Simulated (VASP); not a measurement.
Write the native input for VASP 6.6.1 that does the following.

```yaml
Task: single point
Functional: BLYP
Potentials_or_basis: VASP PAW PBE potentials, release 64 (B, N)
Cutoff: 600 eV
k_mesh: 4 × 4 × 4
Occupations: gaussian, width 0.1 eV
Spin: no spin polarisation
Dipole_correction: no
Further_INCAR_settings: ALGO = Normal; EDIFF = 1e-06; NBANDS = 11
```

The structure of BN lies in POSCAR:

```
BN
1.0
    0.0000000000      1.8242865439      1.8242865439
    1.8242865439      0.0000000000      1.8242865439
    1.8242865439      1.8242865439      0.0000000000
B N
1 1
Direct
    0.0000000000      0.0000000000      0.0000000000
    0.7500000000      0.7500000000      0.7500000000
```

These files were run (other wordings do the same):

INCAR

```
AGGAC = 1.0 ; AGGAX = 1.0
ALDAC = 0.0 ; ALDAX = 1.0
ALGO = Normal ; EDIFF = 1E-6
ENCUT = 600 ; GGA = B5
GGA_COMPAT = F ; ISIF = 2
ISMEAR = 0 ; LASPH = T
LCHARG = F ; LREAL = F
LWAVE = F ; NBANDS = 11
NELM = 120 ; PREC = Accurate
SIGMA = 0.1
```

KPOINTS

```
k-points
0
Gamma
  4 4 4
```

Potentials or basis: VASP PAW PBE potentials, release 64 (B, N).

The run is started by

```sh
$ cat potpaw_PBE.64/B/POTCAR potpaw_PBE.64/N/POTCAR > POTCAR
$ mpirun -np 1 vasp_std > vasp.out
```

Results of the run:

- Pressure: -0.3 GPa
- Band gap on the k mesh: 4.82 eV, indirect (least direct gap 8.77 eV)

Caveat: the k points lie up to 0.75 Å⁻¹ apart; the PAW data sets were made with another functional, which shifts forces and pressure a little.

Wall time 12 s on 1 thread of AMD EPYC 7R13, on a shared host, peak memory 0.1 GiB.
